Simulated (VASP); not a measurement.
A run of VASP 6.6.1 is set up as follows.

Contents of INCAR:

```
SYSTEM = Rh
ALGO = Normal ; EDIFF = 1E-7
ENCUT = 520 ; GGA = PE
ISIF = 2 ; ISMEAR = 1
LASPH = .TRUE. ; LCHARG = .FALSE.
LREAL = .FALSE. ; LWAVE = .FALSE.
NBANDS = 14 ; NELM = 100
PREC = Accurate ; SIGMA = 0.1
```

KPOINTS

```
k-points
0
G
  13 13 13
  0 0 0
```

POSCAR

```
Rh
1.0
    0.0000000000      1.8978500000      1.8978500000
    1.8978500000      0.0000000000      1.8978500000
    1.8978500000      1.8978500000      0.0000000000
Rh
1
Direct
    0.0000000000      0.0000000000      0.0000000000
```

Potentials or basis: VASP PAW PBE potentials, release 64 (Rh_pv).

The run is started by

```sh
$ cat potpaw_PBE.64/Rh_pv/POTCAR > POTCAR
$ mpirun -np 1 vasp_std > vasp.out
```

(1) What does it give for the pressure?

Answers

(1) 7.5 GPa.
